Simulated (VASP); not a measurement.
Write the native input for VASP 6.6.1 that does the following.

```
Task                   : single point
Functional             : PBE
Potentials or basis    : VASP PAW PBE potentials, release 64 (Ta_pv, N)
Cutoff                 : 520 eV
k mesh                 : 7 × 7 × 7
Occupations            : gaussian, width 0.05 eV
Spin                   : collinear spin, ferromagnetic start
Starting moments       : [2.0, 0.0] μB
Hubbard terms          : Ta d U = 1.0 eV
Dipole correction      : no
Further INCAR settings : ALGO = Normal; EDIFF = 1e-06; NBANDS = 19
```

The structure of TaN lies in POSCAR:

```
TaN
1.0
    0.0000000000      2.1790013100      2.1790013100
    2.1790013100      0.0000000000      2.1790013100
    2.1790013100      2.1790013100      0.0000000000
Ta N
1 1
Direct
    0.5000000000      0.5000000000      0.5000000000
    0.0000000000      0.0000000000      0.0000000000
```

The input as run:

INCAR

```
SYSTEM = TaN
ALGO     = Normal         ! electronic algorithm
EDIFF    = 1E-6           ! SCF threshold, eV
ENCUT    = 520            ! plane-wave cutoff, eV
GGA      = PE             ! functional
ISIF     = 2              ! what is computed and relaxed
ISMEAR   = 0              ! smearing method
ISPIN    = 2              ! spin polarisation
LASPH    = .TRUE.         ! aspherical terms in the spheres
LCHARG   = .TRUE.         ! write CHGCAR
LDAU     = .TRUE.         ! DFT+U
LDAUJ    = 0 0          
LDAUL    = 2 -1           ! shell
LDAUPRINT= 1            
LDAUTYPE = 2            
LDAUU    = 1 0            ! U, eV
LELF     = .TRUE.         ! ELF
LMAXMIX  = 4              ! l up to which the mixer works
LORBIT   = 11             ! projections on sites
LREAL    = .FALSE.        ! projectors in reciprocal space
LVHAR    = .TRUE.       
LWAVE    = .FALSE.        ! write WAVECAR
MAGMOM   = 2 0            ! initial moments
NBANDS   = 19             ! bands
NELM     = 150            ! most SCF steps
PREC     = Accurate       ! precision mode
SIGMA    = 0.05           ! smearing width, eV
```

KPOINTS

```
k-points
0
G
  7 7 7
  0 0 0
```

Potentials or basis: VASP PAW PBE potentials, release 64 (Ta_pv, N).

Launch:

```bash
$ cat potpaw_PBE.64/Ta_pv/POTCAR potpaw_PBE.64/N/POTCAR > POTCAR
$ mpirun -np 1 vasp_std > vasp.out
```

Results of the run:

The pressure is 18.5 GPa, the band gap on the k mesh is zero (filled and empty bands overlap) and the net moment is 0.00 μB per cell. The valence electrons inside the program's atomic spheres are Ta 8.97; N 3.81.

Caveat: spin-orbit coupling is left out, which moves the levels of the heavy elements.

Run time: 14 s on 1 thread of Intel(R) Xeon(R) Platinum 8375C CPU @ 2.90GHz (Ice Lake), with other jobs on the host, peak memory 0.15 GiB.
